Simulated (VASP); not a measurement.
**TiCo: relaxation of cell and atoms with RPBE**

TiCo:

```
Co Ti
1.0
     2.98611    0.00000    0.00000
     0.00000    2.98611    0.00000
     0.00000    0.00000    2.98611
Co Ti
1 1
Direct
  0.50000 0.50000 0.50000
  0.00000 0.00000 0.00000
```

```yaml
Program: VASP 6.6.1
Task: relaxation of cell and atoms
Functional: RPBE
Potentials_or_basis: VASP PAW PBE potentials, release 64 (Co, Ti_sv)
Cutoff: 600 eV
k_mesh: 9 × 9 × 9
Occupations: fermi-dirac, width 0.05 eV
Spin: collinear spin, ferromagnetic start
Starting_moments: "[2.0, 1.0] μB"
Dipole_correction: no
Further_INCAR_settings: ALGO = Normal; EDIFF = 1e-06; IBRION = 2; EDIFFG = -0.01; NSW = 80; ISIF = 3
```

The relaxed volume is 13.61 Å³/atom and the relaxed cell is a = 3.008 Å, b = 3.008 Å, c = 3.008 Å, α = 90.00°, β = 90.00°, γ = 90.00°. The space group after relaxing (to 0.05 Å) is Pm-3m (No. 221), the energy gained by relaxing is 3.2 meV/atom and the ionic steps are 3. The pressure after relaxing is 0.1 GPa, the net moment is 0.85 μB per cell and the site moments are Co +0.98; Ti -0.06 μB. The valence electrons inside the program's atomic spheres are Co 8.25; Ti 10.25.

Step by step:
```tsv
step	energy change (eV)	largest force (eV/Å)	pressure (GPa)	volume (Å³)
1	0.0000	0.0000	3.59	26.63
2	-0.0012	0.0000	-2.73	27.79
3	-0.0065	0.0000	0.06	27.22
```

Final structure:
```
Co Ti
1.0
     3.00807    0.00000    0.00000
     0.00000    3.00807    0.00000
     0.00000    0.00000    3.00807
Co Ti
1 1
Direct
  0.50000 0.50000 0.50000
  0.00000 0.00000 0.00000
```

Levels at points of the mesh, in eV from the Fermi level:
Spin up:
| k point | band 9 | band 10 | band 11 | band 12 | band 13 | band 14 |
| --- | --- | --- | --- | --- | --- | --- |
| (0.00, 0.00, 0.00) | -1.88 | -1.88 | 0.45 | 0.45 | 2.59 | 2.59 |
Spin down:
| k point | band 8 | band 9 | band 10 | band 11 | band 12 | band 13 |
| --- | --- | --- | --- | --- | --- | --- |
| (0.00, 0.00, 0.00) | -1.30 | -1.30 | -1.30 | 1.02 | 1.02 | 2.67 |

Run time: 52 s on 1 thread of AMD EPYC 9R45 96-Core Processor (Zen 5), on a shared host, peak memory 0.14 GiB.

Caveat: the PAW data sets were made with another functional, which shifts forces and pressure a little.
